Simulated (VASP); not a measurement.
Here is a VASP 6.6.1 calculation.

Contents of INCAR:

```
PREC = Accurate ; ENCUT = 520
EDIFF = 1E-6 ; ISMEAR = 0
SIGMA = 0.02 ; LREAL = False
LASPH = True ; NELM = 60
ALGO = Normal ; ISIF = 2
LWAVE = False ; LCHARG = False
GGA = PE ; NBANDS = 18
```

Contents of KPOINTS:

```
regular mesh
0
Gamma
  9 9 4
```

Contents of POSCAR:

```
LiCl
1.0
    3.9248822083      0.0000000000      0.0000000000
   -1.9624411042      3.3990476993      0.0000000000
    0.0000000000      0.0000000000      6.3571610000
Li Cl
2 2
Direct
    0.6666666700      0.3333333300      0.8760170000
    0.3333333300      0.6666666700      0.3760170000
    0.6919909294      0.3569899559      0.5170754090
    0.3333333300      0.6666666700      0.9989840000
```

Potentials or basis: VASP PAW PBE potentials, release 64 (Li_sv, Cl).

Launch:

```console
$ cat potpaw_PBE.64/Li_sv/POTCAR potpaw_PBE.64/Cl/POTCAR > POTCAR
$ mpirun -np 1 vasp_std > vasp.out
```

(1) What does it give for the largest force?

(2) What does it give for the band gap on the k mesh?

## Answers

(1) 0.454 eV/Å.

(2) 5.89 eV.

Caveat: the cell differs from its parent crystal (one atom moved).
